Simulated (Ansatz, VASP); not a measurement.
# Pd2Pt in VASP and in Ansatz

File INCAR:

```
SYSTEM = Pd2Pt
PREC     = Accurate       ! precision mode
ENCUT    = 520            ! plane-wave cutoff, eV
EDIFF    = 1E-6           ! SCF threshold, eV
ISMEAR   = 0              ! smearing method
SIGMA    = 0.1            ! smearing width, eV
LREAL    = .FALSE.        ! projectors in reciprocal space
LASPH    = .TRUE.         ! aspherical terms in the spheres
NELM     = 60             ! most SCF steps
ALGO     = Normal         ! electronic algorithm
ISIF     = 2              ! what is computed and relaxed
LWAVE    = .FALSE.        ! write WAVECAR
LCHARG   = .FALSE.        ! write CHGCAR
GGA      = PE             ! functional
NBANDS   = 22             ! bands
```

File KPOINTS:

```
Automatic mesh
0
G
  6 6 6
  0 0 0
```

File POSCAR:

```
Pd2Pt
1.0
   -1.9144185933      1.9144185933      3.1398433484
    1.9144185933     -1.9144185933      3.1398433484
    1.9144185933      1.9144185933     -3.1398433484
Pd Pt
2 1
Direct
    0.5930000000      0.5930000000      0.0000000000
    0.4070000000      0.4070000000      0.0000000000
    0.0000000000      0.0000000000      0.0000000000
```

Input for Ansatz:

```yaml
crystal:
  lattice:
    - [-1.9144185933, 1.9144185933, 3.1398433484]
    - [1.9144185933, -1.9144185933, 3.1398433484]
    - [1.9144185933, 1.9144185933, -3.1398433484]
  atoms:
    - { symbol: Pd, position: [0.593, 0.593, 0.0] }
    - { symbol: Pd, position: [0.407, 0.407, 0.0] }
    - { symbol: Pt, position: [0.0, 0.0, 0.0] }
basis:
  ecutwfc: 420
kpoints:
  mp_grid: { grid: [6, 6, 6] }
hamiltonian:
  xc: pbe
scf:
  occupations: { method: gaussian, width: 0.1 }
  lower_state_search: "off"
output:
  forces: true
  stress: true
  eigenvalues: true
```

Alike in both runs: task single point; functional PBE; k mesh 6 × 6 × 6; occupations gaussian, width 0.1 eV; no spin polarisation.

|  | VASP | Ansatz |
| --- | --- | --- |
| version | VASP 6.6.1 | Ansatz 0.2.0 |
| potentials or method | VASP PAW PBE potentials, release 64 (Pd, Pt), cutoff 520 eV | scalar-relativistic, plane waves, PAW |
| valence electrons in the cell | 30 | 54 |

Ansatz gave:

- gap on the k mesh at the Fermi level (eV): none
- rms of the force components (eV/Å): 289.907

Problem. What did VASP give for the same quantities?

Solution. gap on the k mesh at the Fermi level (eV): none; rms of the force components (eV/Å): 38.480.

Atom by atom the forces differ by 251.427 eV/Å (rms over components). A gap of «none» marks a metal or a gap that the smearing closes. The functional is the same, so the differences come from potentials, cutoffs and numerics. VASP's potentials hold 30 valence electrons a cell and Ansatz's 54, so a difference there can come from the potentials and not from the codes.

The k mesh is coarse, so the values compare programs but aren't converged. Neither program's run includes spin-orbit coupling.
